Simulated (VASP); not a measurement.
## TiC: single point with PBEsol

The system is TiC.

```xyz
2
Lattice="0.0000 2.1215 2.1215 2.1215 0.0000 2.1215 2.1215 2.1215 0.0000" Properties=species:S:1:pos:R:3 pbc="T T T"
Ti    0.0000    0.0000    0.0000
C     2.1215    2.1215    2.1215
```

This cell differs from its parent crystal: volume scaled by 0.94.

```yaml
Program: VASP 6.6.1
Task: single point
Functional: PBEsol
Potentials_or_basis: VASP PAW PBE potentials, release 64 (Ti_sv, C)
Cutoff: 520 eV
k_mesh: 11 × 11 × 11
Occupations: fermi-dirac, width 0.05 eV
Spin: no spin polarisation
Dipole_correction: no
Further_INCAR_settings: ALGO = Normal; EDIFF = 1e-06; NBANDS = 15
```

```
Pressure               : 10.2 GPa
Band gap on the k mesh : zero (band 8 reaches 10.73 eV, above the bottom of band 9 at 9.63 eV)
```

Levels at points of the mesh, in eV from the Fermi level:
| k point | band 6 | band 7 | band 8 | band 9 | band 10 | band 11 |
| --- | --- | --- | --- | --- | --- | --- |
| (0.00, 0.00, 0.00) | 0.61 | 0.61 | 0.61 | 1.72 | 1.72 | 1.72 |

Run time: 8.4 s on 1 thread of Intel(R) Xeon(R) Platinum 8488C (Sapphire Rapids), with other jobs on the host, peak memory 0.14 GiB.

Caveat: the PAW data sets were made with another functional, which shifts forces and pressure a little.
